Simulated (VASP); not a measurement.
A run of VASP 6.6.1:

INCAR

```
PREC = Accurate
ENCUT = 520
EDIFF = 1E-6
ISMEAR = -1
SIGMA = 0.05
LREAL = False
LASPH = True
NELM = 80
ALGO = Normal
ISIF = 2
LWAVE = False
LCHARG = False
GGA = PE
NBANDS = 12
```

File KPOINTS:

```
regular mesh
0
Gamma
  11 11 11
```

The input POSCAR:

```
Ti
1.0
   -1.6274370893      1.6274370893      1.6274370893
    1.6274370893     -1.6274370893      1.6274370893
    1.6274370893      1.6274370893     -1.6274370893
Ti
1
Direct
    0.0000000000      0.0000000000      0.0000000000
```

Potentials or basis: VASP PAW PBE potentials, release 64 (Ti_sv).

Run with:

```bash
$ cat potpaw_PBE.64/Ti_sv/POTCAR > POTCAR
$ mpirun -np 1 vasp_std > vasp.out
```

Hardware: 1 thread of AMD EPYC 7R43 64-Core Processor (Zen 3) (shared host).

Q: Estimate the wall time of this run.

A: It took 15 s on 1 thread of AMD EPYC 7R43 64-Core Processor (Zen 3), on a shared host, peak memory 0.11 GiB. Counts: scf iterations 12, k points 56.
